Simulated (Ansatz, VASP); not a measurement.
**Two plane-wave programs on Fe**

```
Fe
1.0
     0.00000    1.94174    1.96511
     1.49844    0.00000    1.96511
     1.49844    1.94174    0.00000
Fe
1
Cartesian
  0.0000 0.0000 0.0000
```

Alike in both runs: task relaxation of cell and atoms; functional PBEsol; k mesh 13 × 13 × 13; occupations fermi-dirac, width 0.05 eV; collinear spin.

|  | VASP | Ansatz |
| --- | --- | --- |
| version | VASP 6.6.1 | Ansatz 0.2.0 |
| potentials or method | VASP PAW PBE potentials, release 64 (Fe) | Ansatz PAW |
| plane-wave cutoff (eV) | 600 | 420 |
| valence electrons in the cell | 8 | 16 |

```csv
,VASP,Ansatz,Ansatz less VASP
"gap on the k mesh at the Fermi level, each at its own relaxed structure (eV)",none,none,-
net moment per atom (μB),2.07,2.06,-0.012
size of the moment on the site where the two differ most (μB),2.05,2.08,+0.034
relaxed volume (Å³/atom),10.79,10.79,+0.004
relaxed length of the cell vector where the two differ most in proportion (Å),2.783,2.784,+0.0010
```

VASP's potentials were made for PBE, not for PBEsol. Site moments also hang on the region over which each program counts them. A gap of «none» marks a metal or a gap that the smearing closes. VASP's potentials hold 8 valence electrons a cell and Ansatz's 16, so a difference there can come from the potentials and not from the codes.

Noted on Ansatz's run: the plane-wave basis is chosen anew once the cell has moved, so the energies of steps on either side of that aren't comparable.
